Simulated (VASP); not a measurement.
Wanted: the native input for a VASP 6.6.1 run.

```
Task                   : relaxation of cell and atoms
Functional             : PBE
Potentials or basis    : VASP PAW PBE potentials, release 64 (B, P)
Cutoff                 : 500 eV
k mesh                 : 8 × 8 × 8
Occupations            : gaussian, width 0.1 eV
Spin                   : no spin polarisation
Dipole correction      : no
Further INCAR settings : ALGO = Normal; EDIFF = 1e-07; IBRION = 2; EDIFFG = -0.01; NSW = 100; ISIF = 3
```

The structure of B3P lies in POSCAR:

```
B3P
1.0
    5.3091964799      0.0000000000      0.0000000000
    0.0000000000      5.3091964799      0.0000000000
    0.0000000000      0.0000000000      5.3091964799
B P
6 2
Direct
    0.3516045678      0.0000000000      0.0000000000
    0.6483954322      0.0000000000      0.0000000000
    0.0000000000      0.3516045678      0.0000000000
    0.0000000000      0.6483954322      0.0000000000
    0.0000000000      0.0000000000      0.3516045678
    0.0000000000      0.0000000000      0.6483954322
    0.0000000000      0.0000000000      0.0000000000
    0.5000000000      0.5000000000      0.5000000000
```

The cell was built from a structure type or drawn by symmetry, and may not be a known phase.

The input as run:

INCAR

```
SYSTEM = B3P
PREC = Accurate ; ENCUT = 500
EDIFF = 1E-7 ; ISMEAR = 0
SIGMA = 0.1 ; LREAL = .FALSE.
LASPH = .TRUE. ; NELM = 120
ALGO = Normal ; ISIF = 3
LWAVE = .FALSE. ; LCHARG = .FALSE.
GGA = PE ; IBRION = 2
NSW = 100 ; EDIFFG = -0.01
GGA_COMPAT = .FALSE. ; NELMIN = 4
```

KPOINTS

```
regular mesh
0
G
  8 8 8
  0 0 0
```

Potentials or basis: VASP PAW PBE potentials, release 64 (B, P).

Launch:

```bash
$ cat potpaw_PBE.64/B/POTCAR potpaw_PBE.64/P/POTCAR > POTCAR
$ mpirun -np 1 vasp_std > vasp.out
```

It gave:

```
Relaxed volume                        : 18.54 Å³/atom
Relaxed cell                          : a = 5.294 Å, b = 5.294 Å, c = 5.294 Å, α = 90.00°, β = 90.00°, γ = 90.00°
Space group after relaxing (to 0.1 Å) : Pm-3m (No. 221)
Energy gained by relaxing             : 0.4 meV/atom
Ionic steps                           : 5
Pressure after relaxing               : 0.0 GPa
Band gap on the k mesh                : zero (bands 14 and 15 overlap by 0.81 eV)
```

Run time: 6.1 min on 1 thread of Intel(R) Xeon(R) Platinum 8259CL CPU @ 2.50GHz (Skylake/Cascade Lake) (shared host), peak memory 0.28 GiB.
